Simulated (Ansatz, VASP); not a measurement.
Cu2BrCl: VASP beside Ansatz

INCAR

```
PREC = Accurate ; ENCUT = 600
EDIFF = 1E-6 ; ISMEAR = 0
SIGMA = 0.01 ; LREAL = False
LASPH = True ; NELM = 120
ALGO = Normal ; ISIF = 2
LWAVE = False ; LCHARG = True
GGA = PE ; LELF = True
LVHAR = True ; NBANDS = 26
GGA_COMPAT = False
```

Contents of KPOINTS:

```
regular mesh
0
Gamma
  4 4 4
```

File POSCAR:

```
Cu2BrCl
1.0
    1.8555100000      1.0712790000      6.0475090000
   -1.8555100000      1.0712790000      6.0475090000
    0.0000000000     -2.1425580000      6.0475090000
Cu Br Cl
2 1 1
Direct
    0.2483970000      0.2483970000      0.2483970000
    0.7516030000      0.7516030000      0.7516030000
    0.0000000000      0.0000000000      0.0000000000
    0.5000000000      0.5000000000      0.5000000000
```

Input for Ansatz:

```yaml
crystal:
  lattice:
    - [1.85551, 1.071279, 6.047509]
    - [-1.85551, 1.071279, 6.047509]
    - [0.0, -2.142558, 6.047509]
  atoms:
    - { symbol: Cu, position: [0.248397, 0.248397, 0.248397] }
    - { symbol: Cu, position: [0.751603, 0.751603, 0.751603] }
    - { symbol: Br, position: [0.0, 0.0, 0.0] }
    - { symbol: Cl, position: [0.5, 0.5, 0.5] }
kpoints:
  mp_grid:
    grid: [4, 4, 4]
hamiltonian:
  xc: pbe
scf:
  occupations:
    method: fixed
output:
  eigenvalues: true
```

Alike in both runs: task single point; functional PBE; k mesh 4 × 4 × 4; no spin polarisation.

|  | VASP | Ansatz |
| --- | --- | --- |
| version | VASP 6.6.1 | Ansatz 0.2.0 |
| potentials or method | VASP PAW PBE potentials, release 64 (Cu, Br, Cl) | plane waves, PAW |
| plane-wave cutoff (eV) | 600 | 420 |
| occupations | gaussian, width 0.01 eV | fixed |
| valence electrons in the cell | 36 | 52 |

```tsv
	VASP	Ansatz	Ansatz less VASP
gap on the k mesh at the Fermi level (eV)	0.19	0.19	-0.001
```

VASP's potentials hold 36 valence electrons a cell and Ansatz's 52, so a difference there can come from the potentials and not from the codes.

The k mesh is coarse, so the values compare programs but aren't converged.
